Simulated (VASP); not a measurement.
Set up this calculation in VASP 6.6.1, as the native input.

```
Task                   : single point
Functional             : PBEsol
Potentials or basis    : VASP PAW PBE potentials, release 64 (C, O)
Cutoff                 : 520 eV
k mesh                 : 1 × 1 × 1
Occupations            : fermi-dirac, width 0.02 eV
Spin                   : no spin polarisation
Dipole correction      : no
Further INCAR settings : LREAL = Auto; ALGO = Normal; EDIFF = 1e-06; NBANDS = 101
```

The structure of CO2 lies in POSCAR:

```
CO2
1.0
    8.7065880000      0.0000000000      0.0000000000
    0.0000000000      8.7065880000      0.0000000000
    0.0000000000      0.0000000000      8.7065880000
C O
10 20
Direct
    0.7561515487      0.4480630070      0.3505736116
    0.4078750482      0.5313677413      0.9127685840
    0.9516127328      0.1203226798      1.0585087982
    0.4235183748      0.2642596618      0.5510999257
    0.4737447092      0.0420830755      1.0115443616
    0.8199997519      0.3901643215      0.7834067720
    0.6724907622      0.7817758231      0.5874861656
    0.2253465996      0.5995459990      0.3682383960
    0.1699517653      1.0091553660      0.4127793804
    0.1018539065      0.7380962554      0.8000148853
    0.7537166109      0.3837553816      0.4644184381
    0.7533720442      0.5261073569      0.2424485918
    0.3999040726      0.6410433111      0.8339432163
    0.3939660404      0.4348775892      1.0034011027
    0.9912378994      0.2369929529      1.1167865070
    0.9101498773      0.0180323222      0.9775586028
    0.3540767061      0.3776220949      0.5262222124
    0.4922364536      0.1531024553      0.5762647779
    0.5389482080      0.0290929122      0.8948396318
    0.3910831660      0.0546253021      1.1207949658
    0.9314670684      0.3168290495      0.7569785087
    0.7145164099      0.4657622481      0.8001067697
    0.6127543878      0.8032767831      0.4662216703
    0.7332378654      0.7686018909      0.7034098777
    0.1104221309      0.6049671812      0.4377030359
    0.3435674227      0.6044043890      0.3037355161
    0.1947031374      0.9443423761      0.2971313217
    0.1399170375      1.0894393992      0.5178722135
    0.0717043232      0.6559630478      0.9038443073
    0.1356558964      0.8357349630      0.7119666165
```

These files were run (other wordings do the same):

INCAR

```
SYSTEM = CO2
  ALGO = Normal
  EDIFF = 1E-6
  ENCUT = 520
  GGA = PS
  ISIF = 2
  ISMEAR = -1
  LASPH = .TRUE.
  LCHARG = .TRUE.
  LELF = .TRUE.
  LREAL = Auto
  LVHAR = .TRUE.
  LWAVE = .FALSE.
  NBANDS = 101
  NELM = 100
  PREC = Accurate
  SIGMA = 0.02
```

KPOINTS

```
k-points
0
G
  1 1 1
  0 0 0
```

Potentials or basis: VASP PAW PBE potentials, release 64 (C, O).

The run is started by

```console
$ cat potpaw_PBE.64/C/POTCAR potpaw_PBE.64/O/POTCAR > POTCAR
$ mpirun -np 1 vasp_gam > vasp.out
```

It gave:

```json
{
 "Pressure": "0.8 GPa",
 "Largest force": "4.787 eV/Å",
 "Band gap on the k mesh": "6.16 eV"
}
```

Caveat: the k points lie up to 0.72 Å⁻¹ apart; the PAW data sets were made with another functional, which shifts forces and pressure a little.

It took 2.1 min on 1 thread of AMD EPYC 7R13 Processor (Zen 3) (shared host), peak memory 0.64 GiB.
